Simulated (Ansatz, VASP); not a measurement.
**Cu: VASP beside Ansatz**

Contents of POSCAR:

```
Cu
1.0
    0.0000000000      1.8074791684      1.8074791684
    1.8074791684      0.0000000000      1.8074791684
    1.8074791684      1.8074791684      0.0000000000
Cu
1
Direct
    0.0000000000      0.0000000000      0.0000000000
```

INCAR.step1

```
ALGO = Normal ; EDIFF = 1E-5
EDIFFG = -0.005 ; ENCUT = 660
GGA = PE ; GGA_COMPAT = F
IBRION = 2 ; ISIF = 3
ISMEAR = -1 ; LASPH = T
LCHARG = F ; LREAL = F
LWAVE = T ; NELM = 120
NELMIN = 4 ; NSW = 100
PREC = Accurate ; SIGMA = 0.05
```

File INCAR.step2:

```
ALGO = Normal ; EDIFF = 1E-7
EDIFFG = -0.005 ; ENCUT = 660
GGA_COMPAT = F ; IBRION = 2
ISIF = 3 ; ISMEAR = -1
ISTART = 1 ; LASPH = T
LCHARG = F ; LMIXTAU = T
LREAL = F ; LWAVE = F
METAGGA = R2SCAN ; NELM = 120
NELMIN = 4 ; NSW = 60
PREC = Accurate ; SIGMA = 0.05
```

File KPOINTS:

```
k-points
0
Gamma
  21 21 21
```

Input for Ansatz:

```yaml
crystal:
  lattice:
    - [0.0, 1.8074791684, 1.8074791684]
    - [1.8074791684, 0.0, 1.8074791684]
    - [1.8074791684, 1.8074791684, 0.0]
  atoms:
    - { symbol: Cu, position: [0.0, 0.0, 0.0] }
kpoints:
  mp_grid: { grid: [21, 21, 21] }
scf:
  occupations: { method: fermi_dirac, width: 0.05 }
hamiltonian:
  xc: r2scan
  pseudopotentials: { kind: paw }
output:
  forces: true
  stress: true
  write_density: true
  write_potential: true
  elf: true
  volumetric_format: npy
relax:
  f_tol: 0.005
  max_steps: 40
  cell: {}
```

Alike in both runs: task relaxation of cell and atoms; functional r2SCAN; k mesh 21 × 21 × 21; occupations fermi-dirac, width 0.05 eV; no spin polarisation.

```csv
,VASP,Ansatz
version,VASP 6.6.1,Ansatz 0.2.0
potentials or method,"VASP PAW PBE potentials, release 64 (Cu)","PAW with Ansatz's default frozen-core files, scalar-relativistic"
plane-wave cutoff (eV),660,500
valence electrons in the cell,11,19
```

Ansatz gave:

```
relaxed volume (Å³/atom)                                     : 11.44
relaxed cell length with the largest relative difference (Å) : 2.529
```

Estimate VASP's values.

relaxed volume (Å³/atom): 11.48; relaxed cell length with the largest relative difference (Å): 2.532.

VASP's potentials were made for PBE, not for r2SCAN. VASP's potentials hold 11 valence electrons a cell and Ansatz's 19, so a difference there can come from the potentials and not from the codes.
